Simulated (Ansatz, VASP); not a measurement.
**CaSe: VASP beside Ansatz**

```
CELL_PARAMETERS angstrom
0.00000 3.03600 3.16800
3.03600 0.00000 3.16800
3.03600 3.03600 0.00000
ATOMIC_POSITIONS crystal
Ca 0.00000 0.00000 0.00000
Se 0.75000 0.75000 0.75000
```

Change from the starting cell: strain -0.080 along x and y, -0.040 along z, atoms carried along.

Alike in both runs: task single point; functional PBE; k mesh 6 × 6 × 6; occupations gaussian, width 0.05 eV; no spin polarisation.

|  | VASP | Ansatz |
| --- | --- | --- |
| version | VASP 6.6.1 | Ansatz 0.2.0 |
| potentials or method | VASP PAW PBE potentials, release 64 (Ca_sv, Se), cutoff 520 eV | scalar-relativistic, plane waves, PAW |
| valence electrons in the cell | 16 | 26 |

```tsv
	VASP	Ansatz	Ansatz less VASP
gap on the k mesh at the Fermi level (eV)	3.34	3.35	+0.009
least direct gap on the mesh (eV)	3.34	3.35	+0.009
pressure (GPa)	10.0	9.8	-0.22
traceless stress, the component that is largest in VASP (GPa)	0.28	0.26	-0.011
```

VASP's potentials hold 16 valence electrons a cell and Ansatz's 26, so a difference there can come from the potentials and not from the codes.
